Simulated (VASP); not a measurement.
# CsPbCl3 (P4/mmm) in VASP: further runs, part 2 of 2

VASP 6.6.1.

**5. Single point, PBEsol (strain +0.025 along x and y, -0.050 along z)**

Contents of INCAR:

```
SYSTEM = CsPbCl3
PREC     = Accurate       ! precision mode
ENCUT    = 520            ! plane-wave cutoff, eV
EDIFF    = 1E-7           ! SCF threshold, eV
ISMEAR   = 0              ! smearing method
SIGMA    = 0.05           ! smearing width, eV
LREAL    = .FALSE.        ! projectors in reciprocal space
LASPH    = .TRUE.         ! aspherical terms in the spheres
NELM     = 60             ! most SCF steps
ALGO     = Normal         ! electronic algorithm
ISIF     = 2              ! what is computed and relaxed
LWAVE    = .FALSE.        ! write WAVECAR
LCHARG   = .FALSE.        ! write CHGCAR
GGA      = PS             ! functional
NBANDS   = 30             ! bands
```

Contents of KPOINTS:

```
regular mesh
0
G
  6 6 6
  0 0 0
```

Contents of POSCAR:

```
CsPbCl3
1.0
    5.7451250000      0.0000000000      0.0000000000
    0.0000000000      5.7451250000      0.0000000000
    0.0000000000      0.0000000000      5.3247500000
Cs Pb Cl
1 1 3
Direct
    0.0000000000      0.0000000000      0.0000000000
    0.5000000000      0.5000000000      0.5000000000
    0.0000000000      0.5000000000      0.5000000000
    0.5000000000      0.0000000000      0.5000000000
    0.5000000000      0.5000000000      0.0000000000
```

Potentials or basis: VASP PAW PBE potentials, release 64 (Cs_sv, Pb_d, Cl).

Command:

```bash
$ cat potpaw_PBE.64/Cs_sv/POTCAR potpaw_PBE.64/Pb_d/POTCAR potpaw_PBE.64/Cl/POTCAR > POTCAR
$ mpirun -np 1 vasp_std > vasp.out
```

OUTCAR:

```text
SYSTEM = CsPbCl3
   PREC = Accurate
   ENCUT = 520
   EDIFF = 1E-7
   ISMEAR = 0
   LREAL = .FALSE.
   LASPH = .TRUE.
   NELM = 60
   ISIF = 2
   GGA = PS

 ion  position               nearest neighbor table
   1  0.000  0.000  0.000-
   2  0.500  0.500  0.500-   5 2.66   5 2.66   3 2.87   4 2.87   4 2.87   3 2.87
   3  0.000  0.500  0.500-   2 2.87   2 2.87
   4  0.500  0.000  0.500-   2 2.87   2 2.87
   5  0.500  0.500  0.000-   2 2.66   2 2.66

  LATTYP: Found a simple tetragonal cell.
 ALAT       =     5.7451250000
 C/A-ratio  =     0.9268292683

  Lattice vectors:

 A1 = (   5.7451250000,   0.0000000000,   0.0000000000)
 A2 = (   0.0000000000,   5.7451250000,   0.0000000000)
 A3 = (   0.0000000000,   0.0000000000,   5.3247500000)

Analysis of symmetry for initial positions (statically):
=====================================================================
 Subroutine PRICEL returns:
 Original cell was already a primitive cell.

 Routine SETGRP: Setting up the symmetry group for a
 simple tetragonal supercell.

 Subroutine GETGRP returns: Found 16 space group operations
 (whereof 16 operations were pure point group operations)
 out of a pool of 16 trial point group operations.

The static configuration has the point symmetry D_4h.

Analysis of symmetry for dynamics (positions and initial velocities):
=====================================================================
 Subroutine PRICEL returns:
 Original cell was already a primitive cell.

 Routine SETGRP: Setting up the symmetry group for a
 simple tetragonal supercell.

 Subroutine GETGRP returns: Found 16 space group operations
 (whereof 16 operations were pure point group operations)
 out of a pool of 16 trial point group operations.

The dynamic configuration has the point symmetry D_4h.

 Subroutine INISYM returns: Found 16 space group operations
 (whereof 16 operations are pure point group operations),
 and found     1 'primitive' translations

----------------------------------------------------------------------------------------

                                     Primitive cell

  volume of cell :     175.7512

  direct lattice vectors                    reciprocal lattice vectors
     5.745125000  0.000000000  0.000000000     0.174060617  0.000000000  0.000000000
     0.000000000  5.745125000  0.000000000     0.000000000  0.174060617  0.000000000
     0.000000000  0.000000000  5.324750000     0.000000000  0.000000000  0.187802244

  length of vectors
     5.745125000  5.745125000  5.324750000     0.174060617  0.174060617  0.187802244

  position of ions in fractional coordinates (direct lattice)
     0.000000000  0.000000000  0.000000000
     0.500000000  0.500000000  0.500000000
     0.000000000  0.500000000  0.500000000
     0.500000000  0.000000000  0.500000000
     0.500000000  0.500000000  0.000000000

  ion indices of the primitive-cell ions
   primitive index   ion index
                 1           1
                 2           2
                 3           3
                 4           4
                 5           5
[... 21 lines left out ...]

 Subroutine IBZKPT returns following result:
 ===========================================

 Found     40 irreducible k-points:

 Following reciprocal coordinates:
            Coordinates               Weight
  0.000000  0.000000  0.000000      1.000000
  0.166667  0.000000  0.000000      4.000000
  0.333333  0.000000  0.000000      4.000000
  0.500000  0.000000  0.000000      2.000000
  0.166667  0.166667  0.000000      4.000000
  0.333333  0.166667  0.000000      8.000000
[... 16 lines left out ...]
  0.333333  0.000000  0.333333      8.000000
  0.500000  0.000000  0.333333      4.000000
 [... further k-points ...]
   k-points           NKPTS =     40   k-points in BZ     NKDIM =     40   number of bands    NBANDS=     30
   number of dos      NEDOS =    301   number of ions     NIONS =      5
   total plane-waves  NPLWV =  92160
   dimension x,y,z NGX =    48 NGY =   48 NGZ =   40
   dimension x,y,z NGXF=    96 NGYF=   96 NGZF=   80
   ions per type =               1   1   3
   NGX,Y,Z   is equivalent  to a cutoff of  13.89, 13.89, 12.49 a.u.
   NGXF,Y,Z  is equivalent  to a cutoff of  27.78, 27.78, 24.98 a.u.
 SYSTEM =  CsPbCl3
   PREC   = accura    normal or accurate (medium, high low for compatibility)
   ISTART =      0    job   : 0-new  1-cont  2-samecut
   ICHARG =      2    charge: 1-file 2-atom 10-const
   ISPIN  =      1    spin polarized calculation?
   LNONCOLLINEAR =      F non collinear calculations
   LSORBIT =      F    spin-orbit coupling
   LASPH  =      T    aspherical Exc in radial PAW
   ENCUT  =  520.0 eV  38.22 Ry    6.18 a.u.  10.68 10.68  9.90*2*pi/ulx,y,z
   NELM   =     60;   NELMIN=  2; NELMDL= -5     # of ELM steps
   EDIFF  = 0.1E-06   stopping-criterion for ELM
   LREAL  =      F    real-space projection
   EDIFFG = 0.1E-05   stopping-criterion for IOM
   NSW    =      0    number of steps for IOM
   IBRION =     -1    ionic relax: 0-MD 1-quasi-New 2-CG
   NFREE  =      0    steps in history (QN), initial steepest desc. (CG)
   ISIF   =      2    stress and relaxation
   ISYM   =      2    0-nonsym 1-usesym 2-fastsym
   POTIM  = 0.5000    time-step for ionic-motion
   TEBEG  =    0.0;   TEEND  =   0.0 temperature during run
   PSTRESS=    0.0 pullay stress
   NELECT =      44.0000    total number of electrons
   NUPDOWN=      -1.0000    fix difference up-down
   EMIN   =  10.00;   EMAX   =-10.00  energy-range for DOS
   EFERMI =   0.00;   METHOD = LEGACY
   ISMEAR =     0;   SIGMA  =   0.05  broadening in eV -4-tet -1-fermi 0-gaus
   EFERMI_NEDOS =   21; number of points for ismear=-14 and -15
   IALGO  =     38    algorithm
   IMIX   =      4    mixing-type and parameters
     AMIX     =   0.40;   BMIX     =  1.00
     AMIX_MAG =   1.60;   BMIX_MAG =  1.00
  volume/ion in A,a.u.               =      35.15       237.21
  Fermi-wavevector in a.u.,A,eV,Ry     =   1.031794  1.949808 14.484747  1.064599
  Thomas-Fermi vector in A             =   2.165960
   LORBIT       =      0    0 simple, 1 ext, 2 COOP (PROOUT), +10 PAW based schemes
   GGA     = PS    functional components
   LHFCALC =     F    Hartree Fock is set to
   AEXX    =    0.0000 exact exchange contribution
   IVDW    =     0    specifies the selected vdW correction
   LEPSILON=     F    determine dielectric tensor
   LRPA    =     F    only Hartree local field effects (RPA)
 non-spin polarized calculation
 Gauss-broadening in eV      SIGMA  =   0.05
  energy-cutoff  :      520.00
  volume of cell :      175.75
 maximum number of plane-waves:      4760
 NGX is ok and might be reduce to    48
   NGX = 21   NGY = 21   NGZ = 19

 number of electron      44.0000005 magnetization

 Free energy of the ion-electron system (eV)
  ---------------------------------------------------
  ext. energy  EPLUGINS =         0.00000000
  ---------------------------------------------------
  free energy    TOTEN  =       -18.25798542 eV

  energy without entropy =      -18.25798542  energy(sigma->0) =      -18.25798542

 E-fermi :   2.0481     XC(G=0):  -8.0152

 val. band max:        1.8336315130   @ k =   0.5000   0.5000   0.5000
 cond. band min:       3.3500410457   @ k =   0.5000   0.5000   0.5000
 fundamental gap:      1.5164095327
 Fermi energy:         2.0481132072

 k-point     1 :       0.0000    0.0000    0.0000
  band No.  band energies     occupation
      1     -19.6188      2.00000
      2     -15.1947      2.00000
      3     -14.9742      2.00000
      4     -14.7966      2.00000
      5     -14.7796      2.00000
      6     -14.7796      2.00000
[... 781 lines left out ...]
     29       7.7610      0.00000
     30       7.8022      0.00000

 [... further k-points ...]

------------------------ aborting loop because EDIFF is reached ----------------------------------------

  FORCE on cell =-STRESS in cart. coord.  units (eV):
  Direction    XX          YY          ZZ          XY          YZ          ZX
  --------------------------------------------------------------------------------------
  -------------------------------------------------------------------------------------
  Total       -1.0701643     -1.0701643      4.0069590      0.0000000      0.0000000      0.0000000
  in kB       -9.7557991     -9.7557991     36.5281175      0.0000000      0.0000000      0.0000000
  external PRESSURE =       5.6721731 kB  Pullay stress =       0.0000000 kB

 VOLUME and BASIS-vectors are now :
 -----------------------------------------------------------------------------
  energy-cutoff  :      520.00
  volume of cell :      175.75
      direct lattice vectors                 reciprocal lattice vectors
     5.745125000  0.000000000  0.000000000     0.174060617  0.000000000  0.000000000
     0.000000000  5.745125000  0.000000000     0.000000000  0.174060617  0.000000000
     0.000000000  0.000000000  5.324750000     0.000000000  0.000000000  0.187802244

 POSITION                                       TOTAL-FORCE (eV/Angst)
 -----------------------------------------------------------------------------------
      0.00000      0.00000      0.00000         0.000000      0.000000      0.000000
      2.87256      2.87256      2.66237         0.000000      0.000000      0.000000
      0.00000      2.87256      2.66237         0.000000      0.000000      0.000000
      2.87256      0.00000      2.66237         0.000000      0.000000      0.000000
      2.87256      2.87256      0.00000         0.000000      0.000000      0.000000
 -----------------------------------------------------------------------------------
    total drift:                                0.000000     -0.000000     -0.000000

  FREE ENERGIE OF THE ION-ELECTRON SYSTEM (eV)
  ---------------------------------------------------
  free  energy   TOTEN  =       -18.2579854160 eV

  energy  without entropy=      -18.2579854160  energy(sigma->0) =      -18.25798542
```

Run time: 2.2 min. Hardware: 1 thread of Intel Xeon 6975P-C (Granite Rapids), shared host; peak memory 0.41 GiB.

Results:

```yaml
Free_energy: -18.2580 eV
Pressure: 0.6 GPa
Band_gap_on_the_k_mesh: 1.52 eV
```

Stress tensor (GPa, compression positive):
```
-0.98  0.00  0.00
 0.00 -0.98  0.00
 0.00  0.00  3.65
```

Levels at points of the mesh, in eV from the valence-band top:
| k point | band 20 | band 21 | band 22 | band 23 | band 24 | band 25 |
| --- | --- | --- | --- | --- | --- | --- |
| (0.00, 0.00, 0.00) | -2.62 | -2.62 | -2.60 | 3.09 | 4.00 | 4.20 |
| (0.50, 0.00, 0.00) | -2.74 | -2.70 | -1.95 | 2.74 | 4.40 | 4.88 |
| (0.50, 0.50, 0.00) | -2.83 | -2.35 | -1.21 | 2.31 | 2.31 | 5.16 |
| (0.00, 0.00, 0.50) | -2.73 | -2.73 | -1.37 | 3.12 | 4.64 | 4.73 |
| (0.50, 0.00, 0.50) | -2.86 | -2.32 | -0.67 | 2.04 | 2.68 | 4.34 |
| (0.50, 0.50, 0.50) | -2.30 | -2.30 | 0.00 | 1.52 | 1.52 | 2.13 |

Caveat: the cell differs from its parent crystal (strain +0.025 along x and y, -0.050 along z); the PAW data sets were made with another functional, which shifts forces and pressure a little; spin-orbit coupling is left out, which moves the levels of the heavy elements. A k mesh can miss the band edges.

**6. Single point, PBEsol (strain +0.025 along x and y, -0.025 along z)**

Contents of INCAR:

```
ALGO     = Normal         # electronic algorithm
EDIFF    = 1E-6           # SCF threshold, eV
ENCUT    = 520            # plane-wave cutoff, eV
GGA      = PS             # functional
ISIF     = 2              # what is computed and relaxed
ISMEAR   = 0              # smearing method
LASPH    = True           # aspherical terms in the spheres
LCHARG   = False          # write CHGCAR
LREAL    = False          # projectors in reciprocal space
LWAVE    = False          # write WAVECAR
NBANDS   = 30             # bands
NELM     = 80             # most SCF steps
PREC     = Accurate       # precision mode
SIGMA    = 0.05           # smearing width, eV
```

Contents of KPOINTS:

```
k-points
0
Gamma
  6 6 6
```

Edit POSCAR of step 5 so:

```diff
@@ -4,3 +4,3 @@
     0.0000000000      5.7451250000      0.0000000000
-    0.0000000000      0.0000000000      5.3247500000
+    0.0000000000      0.0000000000      5.4648750000
 Cs Pb Cl
```

Potentials or basis: VASP PAW PBE potentials, release 64 (Cs_sv, Pb_d, Cl).

Command:

```bash
$ cat potpaw_PBE.64/Cs_sv/POTCAR potpaw_PBE.64/Pb_d/POTCAR potpaw_PBE.64/Cl/POTCAR > POTCAR
$ mpirun -np 1 vasp_std > vasp.out
```

Wall time 2.6 min (1 thread of Intel Xeon 6975P-C (Granite Rapids), shared host); peak memory 0.43 GiB.

It converged, with:

- Free energy: -18.3314 eV
- Pressure: -0.3 GPa
- Band gap on the k mesh: 1.76 eV

Stress tensor (GPa, compression positive):
```
-1.16  0.00  0.00
 0.00 -1.16  0.00
 0.00  0.00  1.43
```

Levels at points of the mesh, in eV from the valence-band top:
| k point | band 18 | band 19 | band 20 | band 21 | band 22 | band 23 | band 24 | band 25 | band 26 | band 27 |
| --- | --- | --- | --- | --- | --- | --- | --- | --- | --- | --- |
| (0.00, 0.00, 0.00) | -2.53 | -2.43 | -2.38 | -2.38 | -2.37 | 3.29 | 4.28 | 4.41 | 5.10 | 5.31 |
| (0.50, 0.00, 0.00) | -2.55 | -2.54 | -2.52 | -2.46 | -1.73 | 2.87 | 4.62 | 5.06 | 5.15 | 5.52 |
| (0.50, 0.50, 0.00) | -2.61 | -2.60 | -2.60 | -2.10 | -1.00 | 2.44 | 2.44 | 5.37 | 5.38 | 5.60 |
| (0.00, 0.00, 0.50) | -2.71 | -2.57 | -2.48 | -2.48 | -1.40 | 3.10 | 4.77 | 4.97 | 4.97 | 5.42 |
| (0.50, 0.00, 0.50) | -2.65 | -2.64 | -2.63 | -2.08 | -0.68 | 2.27 | 2.67 | 4.59 | 5.40 | 5.77 |
| (0.50, 0.50, 0.50) | -2.60 | -2.08 | -2.07 | -2.07 | 0.00 | 1.76 | 1.76 | 2.13 | 5.06 | 5.53 |

Caveat: the cell differs from its parent crystal (strain +0.025 along x and y, -0.025 along z); the PAW data sets were made with another functional, which shifts forces and pressure a little; spin-orbit coupling is left out, which moves the levels of the heavy elements. A k mesh can miss the band edges.

**7. The runs side by side**

```tsv
cell	gap on the mesh (eV)	pressure (GPa)
a = 5.885, b = 5.885, c = 5.325 Å, 5 atoms	1.63	-0.4
a = 5.605, b = 5.605, c = 5.885 Å, 5 atoms	1.77	-0.9
a = 5.465, b = 5.465, c = 5.885 Å, 5 atoms	1.38	0.5
a = 5.745, b = 5.745, c = 5.325 Å, 5 atoms	1.52	0.6
a = 5.745, b = 5.745, c = 5.465 Å, 5 atoms	1.76	-0.3
```

Alike in all rows: task single point; level PBEsol; potentials or basis VASP PAW PBE potentials, release 64 (Cs_sv, Pb_d, Cl); no spin polarisation; k mesh 6 × 6 × 6; cutoff (eV) 520; smearing gaussian 0.05 eV.

Caveats: the PAW data sets were made with another functional, which shifts forces and pressure a little; spin-orbit coupling is left out, which moves the levels of the heavy elements.

Absolute energies hang on the potentials; compare differences alone.
